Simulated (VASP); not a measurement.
# PtS2 (P-3m1) in VASP: notebook, part 2 of 2

VASP 6.6.1. Earlier steps stand in the parts before.

**3. Relaxation of the atoms, PBE**

Contents of INCAR:

```
SYSTEM = PtS2
PREC = Accurate
ENCUT = 520
EDIFF = 1E-6
ISMEAR = -1
SIGMA = 0.02
LREAL = .False.
LASPH = .True.
NELM = 80
ALGO = Normal
ISIF = 2
LWAVE = .False.
LCHARG = .False.
GGA = PE
IBRION = 2
NSW = 80
EDIFFG = -0.02
```

Contents of KPOINTS:

```
regular mesh
0
Gamma
  9 9 6
  0 0 0
```

Contents of POSCAR:

```
PtS2
1.0
    3.5431994758      0.0000000000      0.0000000000
   -1.7715997379      3.0685007567      0.0000000000
    0.0000000000      0.0000000000      5.0388000000
Pt S
1 2
Direct
    0.0000000000      0.0000000000      0.0000000000
    0.3333333333      0.6666666667      0.2500000000
    0.6666666667      0.3333333333      0.7500000000
```

Potentials or basis: VASP PAW PBE potentials, release 64 (Pt, S).

Started as:

```
$ cat potpaw_PBE.64/Pt/POTCAR potpaw_PBE.64/S/POTCAR > POTCAR
$ mpirun -np 1 vasp_std > vasp.out
```

OUTCAR:

```text
SYSTEM = PtS2
   PREC = Accurate
   ENCUT = 520
   EDIFF = 1E-6
   ISMEAR = -1
   LREAL = .False.
   LASPH = .True.
   NELM = 80
   ISIF = 2
   GGA = PE
   IBRION = 2
   NSW = 80
   EDIFFG = -0.02

 ion  position               nearest neighbor table
   1  0.000  0.000  0.000-   2 2.40   3 2.40   2 2.40   3 2.40   3 2.40   2 2.40
   2  0.333  0.667  0.250-   1 2.40   1 2.40   1 2.40
   3  0.667  0.333  0.750-   1 2.40   1 2.40   1 2.40

  LATTYP: Found a hexagonal cell.
 ALAT       =     3.5431994758
 C/A-ratio  =     1.4221045229

  Lattice vectors:

 A1 = (   3.5431994758,   0.0000000000,   0.0000000000)
 A2 = (  -1.7715997379,   3.0685007567,   0.0000000000)
 A3 = (   0.0000000000,   0.0000000000,   5.0388000000)

Analysis of symmetry for initial positions (statically):
=====================================================================
 Subroutine PRICEL returns:
 Original cell was already a primitive cell.

 Routine SETGRP: Setting up the symmetry group for a
 hexagonal supercell.

 Subroutine GETGRP returns: Found 12 space group operations
 (whereof 12 operations were pure point group operations)
 out of a pool of 24 trial point group operations.

The static configuration has the point symmetry D_3d.

Analysis of symmetry for dynamics (positions and initial velocities):
=====================================================================
 Subroutine PRICEL returns:
 Original cell was already a primitive cell.

 Routine SETGRP: Setting up the symmetry group for a
 hexagonal supercell.

 Subroutine GETGRP returns: Found 12 space group operations
 (whereof 12 operations were pure point group operations)
 out of a pool of 24 trial point group operations.

The dynamic configuration has the point symmetry D_3d.

 Subroutine INISYM returns: Found 12 space group operations
 (whereof 12 operations are pure point group operations),
 and found     1 'primitive' translations

[... 136 lines left out ...]

 number of electron      22.0000000 magnetization

 Free energy of the ion-electron system (eV)
  ---------------------------------------------------
  ext. energy  EPLUGINS =         0.00000000
  ---------------------------------------------------
  free energy    TOTEN  =       -15.36410255 eV

  energy without entropy =      -15.36410255  energy(sigma->0) =      -15.36410255

------------------------ aborting loop because EDIFF is reached ----------------------------------------

  FORCE on cell =-STRESS in cart. coord.  units (eV):
  Direction    XX          YY          ZZ          XY          YZ          ZX
  --------------------------------------------------------------------------------------
  -------------------------------------------------------------------------------------
  Total        0.9600863      0.9600863      0.0595433      0.0000000     -0.0000000     -0.0000000
  in kB       28.0783704     28.0783704      1.7413837      0.0000000     -0.0000000     -0.0000000
  external PRESSURE =      19.2993748 kB  Pullay stress =       0.0000000 kB
[... 61 lines left out ...]
--------------------------------------- Ionic step        3  -------------------------------------------

 number of electron      22.0000002 magnetization

 Free energy of the ion-electron system (eV)
  ---------------------------------------------------
  ext. energy  EPLUGINS =         0.00000000
  ---------------------------------------------------
  free energy    TOTEN  =       -15.37484015 eV

  energy without entropy =      -15.37484015  energy(sigma->0) =      -15.37484015

 E-fermi :   7.1448     XC(G=0): -10.6656

 val. band max:        6.8133154526   @ k =   0.0000   0.0000   0.0000
 cond. band min:       7.5074940301   @ k =   0.3333   0.3333   0.0000
 fundamental gap:      0.6941785775
 Fermi energy:         7.1447504169

 k-point     1 :       0.0000    0.0000    0.0000
  band No.  band energies     occupation
      1      -8.4829      2.00000
      2      -5.5834      2.00000
      3      -0.2018      2.00000
      4       0.2487      2.00000
      5       0.2487      2.00000
      6       2.9865      2.00000
      7       2.9865      2.00000
      8       4.6949      2.00000
      9       5.6988      2.00000
     10       5.6988      2.00000
     11       6.8133      2.00000
     12       8.7729      0.00000
     13       8.7729      0.00000
     14      11.3986      0.00000
[... 401 lines left out ...]
      2      -6.0428      2.00000
      3       0.2670      2.00000
      4       0.6289      2.00000
      5       1.3030      2.00000
      6       1.5785      2.00000
      7       2.4702      2.00000
      8       3.6861      2.00000
      9       4.8969      2.00000
     10       5.1431      2.00000
     11       6.3929      2.00000
     12       7.6717      0.00000
     13       8.5477      0.00000
     14      12.3354      0.00000
     15      14.1059      0.00000

 [... further k-points ...]

------------------------ aborting loop because EDIFF is reached ----------------------------------------

  FORCE on cell =-STRESS in cart. coord.  units (eV):
  Direction    XX          YY          ZZ          XY          YZ          ZX
  --------------------------------------------------------------------------------------
  -------------------------------------------------------------------------------------
  Total        1.5907911      1.5907911      0.8919849      0.0000000      0.0000000      0.0000000
  in kB       46.5237563     46.5237563     26.0866977      0.0000000      0.0000000      0.0000000
  external PRESSURE =      39.7114034 kB  Pullay stress =       0.0000000 kB
[... 18 lines left out ...]
  FREE ENERGIE OF THE ION-ELECTRON SYSTEM (eV)
  ---------------------------------------------------
  free  energy   TOTEN  =       -15.3748401485 eV

  energy  without entropy=      -15.3748401483  energy(sigma->0) =      -15.37484015

 reached required accuracy - stopping structural energy minimisation
```

CONTCAR:

```text
PtS2
   1.00000000000000
     3.5431994757999998    0.0000000000000000    0.0000000000000000
    -1.7715997378999999    3.0685007567000002    0.0000000000000000
     0.0000000000000000    0.0000000000000000    5.0388000000000002
  Pt              S
     1     2
Direct
     0.0000000000000000    0.0000000000000000    0.0000000000000000
     0.3333333332999970    0.6666666667000030    0.2443517922771978
     0.6666666667000030    0.3333333332999970    0.7556482077228022

  0.00000000E+00  0.00000000E+00  0.00000000E+00
  0.00000000E+00  0.00000000E+00  0.00000000E+00
  0.00000000E+00  0.00000000E+00  0.00000000E+00
```

Run time: 98 s. Hardware: 1 thread of Intel Xeon Platinum 8259CL at 2.50GHz (Skylake/Cascade Lake), shared host; peak memory 0.21 GiB.

Results:

```yaml
Free_energy: -15.3748 eV
Energy_gained_by_relaxing: 3.6 meV/atom
Ionic_steps: 3
Pressure_after_relaxing: 4.0 GPa
Largest_force_after_relaxing: 0.005 eV/Å
Band_gap_on_the_k_mesh: 0.69 eV (least direct gap 1.00 eV)
```

Forces in eV/Å, atoms in the order of the input:
```
Pt   0.000  0.000  0.000
S    0.000  0.000 -0.005
S    0.000  0.000  0.005
```

The path:
```
step  energy change (eV)  largest force (eV/Å)  pressure (GPa)
   1              0.0000                0.3675            1.93
   2             -0.0091                0.1438            3.18
   3             -0.0107                0.0047            3.97
```

Final structure:
```
Pt S
1.0
     3.54320    0.00000    0.00000
    -1.77160    3.06850    0.00000
     0.00000    0.00000    5.03880
Pt S
1 2
Direct
  0.00000 0.00000 0.00000
  0.33333 0.66667 0.24435
  0.66667 0.33333 0.75565
```

Levels at points of the mesh, in eV from the valence-band top:
```
           k point  band 7  band 8  band 9  band 10  band 11  band 12  band 13  band 14  band 15
(0.00, 0.00, 0.00)   -3.83   -2.12   -1.11    -1.11     0.00     1.96     1.96     4.59     5.41
(0.00, 0.00, 0.50)   -3.85   -2.76   -1.39    -1.39    -1.18     2.58     2.58     5.52     7.08
```

Caveat: spin-orbit coupling is left out, which moves the levels of the heavy elements; an odd mesh through Γ misses points on the zone boundary, where band edges can lie.
